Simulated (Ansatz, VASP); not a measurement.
## TiH in VASP and in Ansatz

```xyz
4
Lattice="2.9277 0.0000 0.0000 0.0000 2.9277 0.0000 0.0000 0.0000 4.5375" Properties=species:S:1:pos:R:3 pbc="T T T"
Ti    1.4639    0.0000    2.2687
Ti    0.0000    1.4639    0.0000
H     0.0000    0.0000    1.1344
H     0.0000    0.0000    3.4031
```

Alike in both runs: task single point; functional LDA; k mesh 8 × 8 × 5; occupations fermi-dirac, width 0.15 eV; no spin polarisation.

|  | VASP | Ansatz |
| --- | --- | --- |
| version | VASP 6.6.1 | Ansatz 0.2.0 |
| potentials or method | VASP PAW LDA potentials, release 64 (Ti_sv, H), cutoff 520 eV | plane waves, PAW |
| valence electrons in the cell | 26 | 26 |

VASP gave:

| Property | Result |
| --- | --- |
| pressure (GPa) | -3.8 |
| traceless stress, the component that is largest in VASP (GPa) | 0.84 |

Task: Estimate Ansatz's values.

Result: Pressure (GPa): -3.9; traceless stress, the component that is largest in VASP (GPa): 0.79.

LDA's correlation is that of Perdew and Zunger in VASP and of Perdew and Wang (1992) in Ansatz. Ansatz's warnings: stress scf threshold loose.
